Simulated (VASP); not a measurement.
# Si16O (a cell with a defect) in VASP: single point with PBE

Aim: the single point of Si16O (a cell with a defect) with PBE.

Everything below comes from runs of VASP 6.6.1. Logs are shortened: lines on timing, memory, paths and dates and some standing lists are left out, and cuts for length are marked.

## Step 1: The cell of the first run

The cell holds a defect, 17 atoms: a = 7.679 Å, b = 7.679 Å, c = 7.679 Å, α = 60.00°, β = 60.00°, γ = 60.00°.

## Step 2: Single point, PBE, collinear spin, zero start

File INCAR:

```
SYSTEM = Si16O
ALGO = Normal
EDIFF = 1E-6
ENCUT = 520
GGA = PE
ISIF = 2
ISMEAR = -1
ISPIN = 2
LASPH = .TRUE.
LCHARG = .TRUE.
LELF = .TRUE.
LORBIT = 11
LREAL = Auto
LVHAR = .TRUE.
LWAVE = .FALSE.
MAGMOM = 0 0 0 0 0 0 0 0 0 0 0 0 0 0 0 0 0
NBANDS = 53
NELM = 150
PREC = Accurate
SIGMA = 0.05
```

File KPOINTS:

```
k-points
0
G
  2 2 2
  0 0 0
```

File POSCAR:

```
Si16O
1.0
    0.0000000000      5.4300000000      5.4300000000
    5.4300000000      0.0000000000      5.4300000000
    5.4300000000      5.4300000000      0.0000000000
Si O
16 1
Direct
   -0.0026610497     -0.0342684162     -0.0202306630
    0.1241557090      0.0116262431      0.1767813076
   -0.0690868324      0.0104597606      0.5321908840
    0.0961068140      0.1448497238      0.6019099448
    0.0065544199      0.3894490792      0.0802139042
    0.1242509208      0.5883470534      0.1346279006
   -0.0175719153      0.5146976980      0.5076056169
    0.1205927256      0.5449452118      0.7027975138
    0.4902825046     -0.0022233886     -0.0174987109
    0.6234668508      0.1455405157      0.0786898711
    0.4690613260      0.0702620626      0.4522554328
    0.5617894107      0.1990525783      0.6053459484
    0.4977315838      0.5215279006     -0.0219761510
    0.6350390424      0.6184224678      0.1205994475
    0.4623189687      0.5755734807      0.4898594843
    0.6063352670      0.6942862799      0.6052547882
    0.9596220074      0.7819102210      0.7407380295
```

Potentials or basis: VASP PAW PBE potentials, release 64 (Si, O).

The run is started by

```console
$ cat potpaw_PBE.64/Si/POTCAR potpaw_PBE.64/O/POTCAR > POTCAR
$ mpirun -np 1 vasp_std > vasp.out
```

OUTCAR:

```text
SYSTEM = Si16O
   EDIFF = 1E-6
   ENCUT = 520
   GGA = PE
   ISIF = 2
   ISMEAR = -1
   ISPIN = 2
   LASPH = .TRUE.
   LORBIT = 11
   LREAL = Auto
   NELM = 150
   PREC = Accurate

 ion  position               nearest neighbor table
   1  0.997  0.966  0.980-  10 2.37   6 2.38   2 2.39   4 2.40
   2  0.124  0.012  0.177-   3 2.36   5 2.38   1 2.39   9 2.41
   3  0.931  0.010  0.532-  17 1.69   4 2.35  12 2.36   2 2.36   8 2.94
   4  0.096  0.145  0.602-   7 2.33   3 2.35  11 2.36   1 2.40
   5  0.007  0.389  0.080-   8 2.37   2 2.38   6 2.39  14 2.44
   6  0.124  0.588  0.135-   7 2.36  13 2.37   1 2.38   5 2.39
   7  0.982  0.515  0.508-   4 2.33   6 2.36   8 2.37  16 2.39
   8  0.121  0.545  0.703-  17 1.69  15 2.36   7 2.37   5 2.37   3 2.94  12 3.09
   9  0.490  0.998  0.983-  10 2.37  14 2.39   2 2.41  12 2.42
  10  0.623  0.146  0.079-  13 2.36  11 2.37   1 2.37   9 2.37
  11  0.469  0.070  0.452-  12 2.36   4 2.36  10 2.37  16 2.37
  12  0.562  0.199  0.605-   3 2.36  11 2.36  15 2.37   9 2.42   8 3.09
  13  0.498  0.522  0.978-  16 2.36  10 2.36  14 2.37   6 2.37
  14  0.635  0.618  0.121-  13 2.37  15 2.38   9 2.39   5 2.44
  15  0.462  0.576  0.490-   8 2.36  12 2.37  16 2.37  14 2.38
  16  0.606  0.694  0.605-  13 2.36  11 2.37  15 2.37   7 2.39
  17  0.960  0.782  0.741-   8 1.69   3 1.69

  LATTYP: Found a face centered cubic cell.
 ALAT       =    10.8600000000

  Lattice vectors:

 A1 = (   0.0000000000,   5.4300000000,   5.4300000000)
 A2 = (   5.4300000000,   0.0000000000,   5.4300000000)
 A3 = (   5.4300000000,   5.4300000000,   0.0000000000)

Analysis of symmetry for initial positions (statically):
=====================================================================
 Subroutine PRICEL returns:
 Original cell was already a primitive cell.

 Routine SETGRP: Setting up the symmetry group for a
 face centered cubic supercell.

 Subroutine GETGRP returns: Found  1 space group operations
 (whereof  1 operations were pure point group operations)
 out of a pool of 48 trial point group operations.

The static configuration has the point symmetry C_1 .

Analysis of symmetry for dynamics (positions and initial velocities):
=====================================================================
 Subroutine PRICEL returns:
 Original cell was already a primitive cell.

 Routine SETGRP: Setting up the symmetry group for a
 face centered cubic supercell.

 Subroutine GETGRP returns: Found  1 space group operations
 (whereof  1 operations were pure point group operations)
 out of a pool of 48 trial point group operations.

The dynamic configuration has the point symmetry C_1 .

Analysis of structural, dynamic, and magnetic symmetry:
=====================================================================
 Subroutine PRICEL returns:
 Original cell was already a primitive cell.
[... 170 lines left out ...]

 E-fermi :   6.0945     XC(G=0):  -9.5948

 val. band max:        5.8213954385   @ k =   0.0000   0.0000   0.0000
 cond. band min:       6.3455956356   @ k =   0.0000   0.0000   0.0000
 fundamental gap:      0.5242001971
 Fermi energy:         6.0945487605

 spin component 1

 k-point     1 :       0.0000    0.0000    0.0000
  band No.  band energies     occupation
      1     -14.3983      1.00000
      2      -5.7436      1.00000
      3      -4.2374      1.00000
      4      -3.6026      1.00000
      5      -3.5596      1.00000
      6      -3.3002      1.00000
[... 389 lines left out ...]
     46       9.9874      0.00000
     47      10.1896      0.00000
 Fermi energy:         6.0945487605

 spin component 2

 k-point     1 :       0.0000    0.0000    0.0000
  band No.  band energies     occupation
      1     -14.3983      1.00000
      2      -5.7436      1.00000
      3      -4.2374      1.00000
      4      -3.6026      1.00000
      5      -3.5596      1.00000
      6      -3.3002      1.00000
[... 389 lines left out ...]
     46       9.9874      0.00000
     47      10.1896      0.00000
 [bands above 47 left out]

------------------------ aborting loop because EDIFF is reached ----------------------------------------

  FORCE on cell =-STRESS in cart. coord.  units (eV):
  Direction    XX          YY          ZZ          XY          YZ          ZX
  --------------------------------------------------------------------------------------
  -------------------------------------------------------------------------------------
  Total        3.0143946      1.5060772      2.4934313     -0.9312874     -0.1639665      2.4097857
  in kB       15.0827732      7.5357823     12.4760900     -4.6597737     -0.8204199     12.0575627
  external PRESSURE =      11.6982151 kB  Pullay stress =       0.0000000 kB

 VOLUME and BASIS-vectors are now :
 -----------------------------------------------------------------------------
  energy-cutoff  :      520.00
  volume of cell :      320.21
      direct lattice vectors                 reciprocal lattice vectors
     0.000000000  5.430000000  5.430000000    -0.092081031  0.092081031  0.092081031
     5.430000000  0.000000000  5.430000000     0.092081031 -0.092081031  0.092081031
     5.430000000  5.430000000  0.000000000     0.092081031  0.092081031 -0.092081031

 POSITION                                       TOTAL-FORCE (eV/Angst)
 -----------------------------------------------------------------------------------
     10.56407     10.73570     10.65947         0.238786      0.108455      0.005773
      1.02305      1.63409      0.73730         0.247683     -0.271763      0.371823
      2.94659      7.94466      5.11166        -0.018640      0.113786      0.521641
      4.05491      3.79023      1.30839         0.170225      0.193450      0.046091
      2.55027      0.47115      2.15030         0.030309     -0.413099      0.342408
      3.92575      1.40571      3.86941         0.093631     -0.064560      0.061063
[... 9 lines left out ...]
      7.05651      6.57893      7.06237        -0.216079      0.127668     -0.322471
      8.26798      9.23296      9.45652         0.113827     -0.915581      0.063645
 -----------------------------------------------------------------------------------
    total drift:                               -0.000377     -0.003184      0.000035

  FREE ENERGIE OF THE ION-ELECTRON SYSTEM (eV)
  ---------------------------------------------------
  free  energy   TOTEN  =       -91.8641661043 eV

  energy  without entropy=      -91.8630860884  energy(sigma->0) =      -91.86362610

 total charge

# of ion       s       p       d       tot
------------------------------------------
    1        0.751   0.909   0.000   1.660
    2        0.758   0.907   0.000   1.664
    3        0.740   0.904   0.000   1.644
    4        0.753   0.941   0.000   1.694
    5        0.757   0.906   0.000   1.663
    6        0.747   0.918   0.000   1.665
[... 9 lines left out ...]
   16        0.744   0.929   0.000   1.674
   17        1.576   3.568   0.000   5.144
--------------------------------------------------
tot         13.563  18.270   0.000  31.833

 magnetization (x)

# of ion       s       p       d       tot
------------------------------------------
    1        0.000  -0.000   0.000  -0.000
    2        0.000  -0.000   0.000  -0.000
    3        0.000   0.000   0.000   0.000
    4        0.000  -0.000   0.000  -0.000
    5        0.000   0.000   0.000   0.000
    6        0.000  -0.000   0.000   0.000
[... 9 lines left out ...]
   16        0.000   0.000   0.000   0.000
   17       -0.000  -0.000   0.000  -0.000
--------------------------------------------------
tot          0.000  -0.000   0.000  -0.000
```

Wall time 8.3 min (1 thread of Intel Xeon Platinum 8259CL at 2.50GHz (Skylake/Cascade Lake), shared host); peak memory 0.71 GiB.

Results:

| Property | Result |
| --- | --- |
| Free energy | -91.8642 eV |
| Pressure | 1.2 GPa |
| Largest force | 0.925 eV/Å |
| Band gap on the k mesh | 0.52 eV |
| Net moment | 0.00 μB per cell |
| Valence electrons inside the program's atomic spheres | Si 1.66, 1.64, 1.69, 1.67, 1.65, 1.68 (each value once); O 5.14 |

Forces in eV/Å, atoms in the order of the input:
```
Si   0.239  0.108  0.006
Si   0.248 -0.272  0.372
Si  -0.019  0.114  0.522
Si   0.170  0.193  0.046
Si   0.030 -0.413  0.342
Si   0.094 -0.065  0.061
Si  -0.017  0.012  0.051
Si   0.064 -0.219  0.237
Si   0.074  0.056 -0.101
Si   0.098  0.090 -0.204
Si  -0.135  0.283 -0.274
Si  -0.295  0.479 -0.280
Si   0.012  0.080 -0.128
Si   0.013  0.057 -0.111
Si  -0.474  0.283 -0.281
Si  -0.216  0.128 -0.322
O    0.114 -0.916  0.064
```

Stress tensor (GPa, compression positive):
```
 1.51 -0.47  1.21
-0.47  0.75 -0.08
 1.21 -0.08  1.25
```

Caveat: the k points lie up to 0.50 Å⁻¹ apart; semilocal functionals underestimate gaps, and a narrow one can read as zero.
